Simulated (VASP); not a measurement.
Crystal: CuO.

```
Cu O
1.0
     2.32613   -1.69981    0.00000
     2.32613    1.69981    0.00000
    -0.84432    0.00000    5.02392
Cu O
2 2
Direct
  0.50000 0.00000 0.50000
  0.00000 0.50000 0.00000
  0.41840 0.58160 0.75000
  0.58160 0.41840 0.25000
```

Base run:

* Program: VASP 6.6.1
* Functional: PBE
* Dispersion: D3(BJ)
* Potentials or basis: VASP PAW PBE potentials, release 64 (Cu, O)
* Cutoff: 520 eV
* k mesh: 10 × 10 × 5
* Occupations: fermi-dirac, width 0.05 eV
* Spin: no spin polarisation

Its results: band gap on the k mesh zero (bands 17 and 18 overlap by 0.60 eV); pressure 5.7 GPa; largest force 0.153 eV/Å.

The run is repeated on the same cell with these changes: functional from PBE to revPBE; dispersion from D3(BJ) to none. What comes out?

Band gap on the k mesh zero (bands 17 and 18 overlap by 0.60 eV); pressure 14.6 GPa; largest force 0.099 eV/Å.

Several settings changed at once.

Caveats: the cell stands under pressure; semilocal functionals often make such compounds metallic where correlation or magnetic order opens a gap, which also shifts bond lengths; the PAW data sets were made with another functional, which shifts forces and pressure a little (at least some runs).
